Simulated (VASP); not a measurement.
# Ni (Fm-3m) in VASP: single point with PBE

Aim: the single point of Ni with PBE.

Program: VASP 6.6.1. These are calculated values, not measurements. Logs are shortened: lines on timing, memory, paths and dates and some standing lists are left out, and cuts for length are marked.

**1. The cell of the first run**

Symmetry: Fm-3m, No. 225, cubic system. Conventional cell: a = 3.518 Å, b = 3.518 Å, c = 3.518 Å, α = 90.00°, β = 90.00°, γ = 90.00°. Within 3.3 Å of Ni (site symmetry m-3m) lie 12 Ni at 2.49 Å.

**2. Single point, PBE, collinear spin, ferromagnetic start**

INCAR reads:

```
SYSTEM = Ni
PREC     = Accurate       ! precision mode
ENCUT    = 600            ! plane-wave cutoff, eV
EDIFF    = 1E-6           ! SCF threshold, eV
ISMEAR   = -1             ! smearing method
SIGMA    = 0.05           ! smearing width, eV
LREAL    = .False.        ! projectors in reciprocal space
LASPH    = .True.         ! aspherical terms in the spheres
NELM     = 200            ! most SCF steps
ALGO     = Normal         ! electronic algorithm
ISIF     = 2              ! what is computed and relaxed
LWAVE    = .False.        ! write WAVECAR
LCHARG   = .False.        ! write CHGCAR
ISPIN    = 2              ! spin polarisation
MAGMOM   = 0.74           ! initial moments
LORBIT   = 11             ! projections on sites
LMAXMIX  = 4              ! l up to which the mixer works
GGA      = PE             ! functional
NBANDS   = 15             ! bands
GGA_COMPAT= .False.
```

KPOINTS reads:

```
Automatic mesh
0
Gamma
  28 28 28
  0 0 0
```

POSCAR reads:

```
Ni
1.0
    0.0000000000      1.7592260344      1.7592260344
    1.7592260344      0.0000000000      1.7592260344
    1.7592260344      1.7592260344      0.0000000000
Ni
1
Direct
    0.0000000000      0.0000000000      0.0000000000
```

Potentials or basis: VASP PAW PBE potentials, release 64 (Ni).

Launch:

```bash
cat potpaw_PBE.64/Ni/POTCAR > POTCAR
mpirun -np 1 vasp_std > vasp.out
```

OUTCAR:

```text
SYSTEM = Ni
   PREC = Accurate
   ENCUT = 600
   EDIFF = 1E-6
   ISMEAR = -1
   LREAL = .False.
   LASPH = .True.
   NELM = 200
   ISIF = 2
   ISPIN = 2
   LORBIT = 11
   GGA = PE

 ion  position               nearest neighbor table
   1  0.000  0.000  0.000-

  LATTYP: Found a face centered cubic cell.
 ALAT       =     3.5184520688

  Lattice vectors:

 A1 = (   0.0000000000,   1.7592260344,   1.7592260344)
 A2 = (   1.7592260344,   0.0000000000,   1.7592260344)
 A3 = (   1.7592260344,   1.7592260344,   0.0000000000)

Analysis of symmetry for initial positions (statically):
=====================================================================
 Subroutine PRICEL returns:
 Original cell was already a primitive cell.

 Routine SETGRP: Setting up the symmetry group for a
 face centered cubic supercell.

 Subroutine GETGRP returns: Found 48 space group operations
 (whereof 48 operations were pure point group operations)
 out of a pool of 48 trial point group operations.

The static configuration has the point symmetry O_h .

Analysis of symmetry for dynamics (positions and initial velocities):
=====================================================================
 Subroutine PRICEL returns:
 Original cell was already a primitive cell.

 Routine SETGRP: Setting up the symmetry group for a
 face centered cubic supercell.

 Subroutine GETGRP returns: Found 48 space group operations
 (whereof 48 operations were pure point group operations)
 out of a pool of 48 trial point group operations.

The dynamic configuration has the point symmetry O_h .

Analysis of structural, dynamic, and magnetic symmetry:
=====================================================================
 Subroutine PRICEL returns:
 Original cell was already a primitive cell.

 Routine SETGRP: Setting up the symmetry group for a
 face centered cubic supercell.

 Subroutine GETGRP returns: Found 48 space group operations
 (whereof 48 operations were pure point group operations)
 out of a pool of 48 trial point group operations.

The overall configuration has the point symmetry O_h .

 Subroutine INISYM returns: Found 48 space group operations
 (whereof 48 operations are pure point group operations),
 and found     1 'primitive' translations

----------------------------------------------------------------------------------------

                                     Primitive cell

  volume of cell :      10.8892

  direct lattice vectors                    reciprocal lattice vectors
     0.000000000  1.759226034  1.759226034    -0.284215894  0.284215894  0.284215894
     1.759226034  0.000000000  1.759226034     0.284215894 -0.284215894  0.284215894
     1.759226034  1.759226034  0.000000000     0.284215894  0.284215894 -0.284215894

  length of vectors
     2.487921317  2.487921317  2.487921317     0.492276369  0.492276369  0.492276369

  position of ions in fractional coordinates (direct lattice)
     0.000000000  0.000000000  0.000000000

  ion indices of the primitive-cell ions
   primitive index   ion index
                 1           1

----------------------------------------------------------------------------------------

 KPOINTS: Automatic mesh

Automatic generation of k-mesh.
 Grid dimensions read from file:
 generate k-points for:   28   28   28

 Generating k-lattice:

  Cartesian coordinates                     Fractional coordinates (reciprocal lattice)
    -0.010150568  0.010150568  0.010150568     0.035714286  0.000000000  0.000000000
     0.010150568 -0.010150568  0.010150568     0.000000000  0.035714286  0.000000000
     0.010150568  0.010150568 -0.010150568     0.000000000  0.000000000  0.035714286

  Length of vectors
     0.017581299  0.017581299  0.017581299

  Shift w.r.t. Gamma in fractional coordinates (k-lattice)
     0.000000000  0.000000000  0.000000000

 Subroutine IBZKPT returns following result:
 ===========================================

 Found    624 irreducible k-points:

 Following reciprocal coordinates:
            Coordinates               Weight
  0.000000  0.000000  0.000000      1.000000
  0.035714  0.000000  0.000000      8.000000
  0.071429  0.000000  0.000000      8.000000
  0.107143  0.000000  0.000000      8.000000
  0.142857  0.000000  0.000000      8.000000
  0.178571  0.000000  0.000000      8.000000
[... 16 lines left out ...]
  0.285714  0.035714  0.000000     24.000000
  0.321429  0.035714  0.000000     24.000000
 [... further k-points ...]
   k-points           NKPTS =    624   k-points in BZ     NKDIM =    624   number of bands    NBANDS=     15
   number of dos      NEDOS =    301   number of ions     NIONS =      1
   total plane-waves  NPLWV =   8000
   dimension x,y,z NGX =    20 NGY =   20 NGZ =   20
   dimension x,y,z NGXF=    40 NGYF=   40 NGZF=   40
   ions per type =               1
   NGX,Y,Z   is equivalent  to a cutoff of  13.36, 13.36, 13.36 a.u.
   NGXF,Y,Z  is equivalent  to a cutoff of  26.73, 26.73, 26.73 a.u.
 SYSTEM =  Ni
   PREC   = accura    normal or accurate (medium, high low for compatibility)
   ISTART =      0    job   : 0-new  1-cont  2-samecut
   ICHARG =      2    charge: 1-file 2-atom 10-const
   ISPIN  =      2    spin polarized calculation?
   LNONCOLLINEAR =      F non collinear calculations
   LSORBIT =      F    spin-orbit coupling
   LASPH  =      T    aspherical Exc in radial PAW
   ENCUT  =  600.0 eV  44.10 Ry    6.64 a.u.   4.97  4.97  4.97*2*pi/ulx,y,z
   NELM   =    200;   NELMIN=  2; NELMDL= -5     # of ELM steps
   EDIFF  = 0.1E-05   stopping-criterion for ELM
   LREAL  =      F    real-space projection
   EDIFFG = 0.1E-04   stopping-criterion for IOM
   NSW    =      0    number of steps for IOM
   IBRION =     -1    ionic relax: 0-MD 1-quasi-New 2-CG
   NFREE  =      0    steps in history (QN), initial steepest desc. (CG)
   ISIF   =      2    stress and relaxation
   ISYM   =      2    0-nonsym 1-usesym 2-fastsym
   POTIM  = 0.5000    time-step for ionic-motion
   TEBEG  =    0.0;   TEEND  =   0.0 temperature during run
   PSTRESS=    0.0 pullay stress
   NELECT =      10.0000    total number of electrons
   NUPDOWN=      -1.0000    fix difference up-down
   EMIN   =  10.00;   EMAX   =-10.00  energy-range for DOS
   EFERMI =   0.00;   METHOD = LEGACY
   ISMEAR =    -1;   SIGMA  =   0.05  broadening in eV -4-tet -1-fermi 0-gaus
   EFERMI_NEDOS =   21; number of points for ismear=-14 and -15
   IALGO  =     38    algorithm
   IMIX   =      4    mixing-type and parameters
     AMIX     =   0.40;   BMIX     =  1.00
     AMIX_MAG =   1.60;   BMIX_MAG =  1.00
  volume/ion in A,a.u.               =      10.89        73.48
  Fermi-wavevector in a.u.,A,eV,Ry     =   1.591267  3.007060 34.451750  2.532132
  Thomas-Fermi vector in A             =   2.689834
   LORBIT       =     11    0 simple, 1 ext, 2 COOP (PROOUT), +10 PAW based schemes
   GGA     = PE    functional components
   LHFCALC =     F    Hartree Fock is set to
   AEXX    =    0.0000 exact exchange contribution
   IVDW    =     0    specifies the selected vdW correction
   LEPSILON=     F    determine dielectric tensor
   LRPA    =     F    only Hartree local field effects (RPA)
 spin polarized calculation
  energy-cutoff  :      600.00
  volume of cell :       10.89
 maximum number of plane-waves:       380
   NGX =  9   NGY =  9   NGZ =  9

 number of electron      10.0000009 magnetization       0.6195604

 Free energy of the ion-electron system (eV)
  ---------------------------------------------------
  ext. energy  EPLUGINS =         0.00000000
  ---------------------------------------------------
  free energy    TOTEN  =        -5.47703913 eV

  energy without entropy =       -5.46245770  energy(sigma->0) =       -5.46974841

 E-fermi :   9.3630     XC(G=0): -13.2504

 val. band max:        9.3628193127   @ k =  -0.3571   0.3214   0.0357
 cond. band min:       9.3668440310   @ k =  -0.2857   0.3571   0.1071
 fundamental gap:      0.0040247183
 Fermi energy:         9.3629525662

 spin component 1

 k-point     1 :       0.0000    0.0000    0.0000
  band No.  band energies     occupation
      1       0.3600      1.00000
      2       6.9361      1.00000
      3       6.9361      1.00000
      4       6.9361      1.00000
      5       8.1114      1.00000
      6       8.1114      1.00000
      7      33.0807      0.00000
      8      36.9347      0.00000
      9      36.9347      0.00000
     10      36.9347      0.00000
     11      39.8702      0.00000
     12      39.8702      0.00000
     13      39.8702      0.00000
     14      42.8363      0.00000
     15      49.1258      0.00000
[... 397 lines left out ...]
 k-point    24 :       0.3214    0.0357    0.0000
  band No.  band energies     occupation
      1       3.5191      1.00000
      2       6.7385      1.00000
      3       7.1061      1.00000
      4       7.1368      1.00000
      5       8.3157      1.00000
      6       8.4290      1.00000
      7      20.9612      0.00000
      8      32.3094      0.00000
      9      33.2400      0.00000
     10      35.6295      0.00000
     11      38.0533      0.00000
     12      40.0815      0.00000
     13      42.2940      0.00000
     14      47.7746      0.00000
     15      50.1122      0.00000

 [... further k-points ...]

 spin component 2

 k-point     1 :       0.0000    0.0000    0.0000
  band No.  band energies     occupation
      1       0.3245      1.00000
      2       7.6818      1.00000
      3       7.6818      1.00000
      4       7.6818      1.00000
      5       8.6903      1.00000
      6       8.6903      1.00000
      7      32.9183      0.00000
      8      36.9153      0.00000
      9      36.9153      0.00000
     10      36.9153      0.00000
     11      39.9693      0.00000
     12      39.9693      0.00000
     13      39.9693      0.00000
     14      42.7142      0.00000
     15      49.3205      0.00000
[... 397 lines left out ...]
 k-point    24 :       0.3214    0.0357    0.0000
  band No.  band energies     occupation
      1       3.5840      1.00000
      2       7.2755      1.00000
      3       7.7490      1.00000
      4       7.7916      1.00000
      5       9.0025      0.99926
      6       9.1205      0.99223
      7      21.1452      0.00000
      8      32.2015      0.00000
      9      33.3292      0.00000
     10      35.7234      0.00000
     11      38.0599      0.00000
     12      40.1024      0.00000
     13      42.3163      0.00000
     14      47.8701      0.00000
     15      50.1937      0.00000

 [... further k-points ...]

------------------------ aborting loop because EDIFF is reached ----------------------------------------

  FORCE on cell =-STRESS in cart. coord.  units (eV):
  Direction    XX          YY          ZZ          XY          YZ          ZX
  --------------------------------------------------------------------------------------
  -------------------------------------------------------------------------------------
  Total       -0.0110331     -0.0110331     -0.0110331     -0.0000000     -0.0000000     -0.0000000
  in kB       -1.6233546     -1.6233546     -1.6233546     -0.0000000     -0.0000000     -0.0000000
  external PRESSURE =      -1.6233546 kB  Pullay stress =       0.0000000 kB

 VOLUME and BASIS-vectors are now :
 -----------------------------------------------------------------------------
  energy-cutoff  :      600.00
  volume of cell :       10.89
      direct lattice vectors                 reciprocal lattice vectors
     0.000000000  1.759226034  1.759226034    -0.284215894  0.284215894  0.284215894
     1.759226034  0.000000000  1.759226034     0.284215894 -0.284215894  0.284215894
     1.759226034  1.759226034  0.000000000     0.284215894  0.284215894 -0.284215894

 POSITION                                       TOTAL-FORCE (eV/Angst)
 -----------------------------------------------------------------------------------
      0.00000      0.00000      0.00000        -0.000000      0.000000     -0.000000
 -----------------------------------------------------------------------------------
    total drift:                               -0.000000     -0.000000     -0.000000

  FREE ENERGIE OF THE ION-ELECTRON SYSTEM (eV)
  ---------------------------------------------------
  free  energy   TOTEN  =        -5.4770391285 eV

  energy  without entropy=       -5.4624577007  energy(sigma->0) =       -5.46974841

 total charge

# of ion       s       p       d       tot
------------------------------------------
    1        0.497   0.497   8.314   9.308

 magnetization (x)

# of ion       s       p       d       tot
------------------------------------------
    1       -0.007  -0.025   0.663   0.632
```

Wall time 3.5 min (1 thread of Oxide Virtual Turin-like, shared host); peak memory 0.25 GiB.

Results:

```
Free energy                                           : -5.4770 eV
Pressure                                              : -0.2 GPa
Net moment                                            : 0.62 μB per cell
Site moments                                          : Ni +0.63 μB
Valence electrons inside the program's atomic spheres : Ni 9.31
```
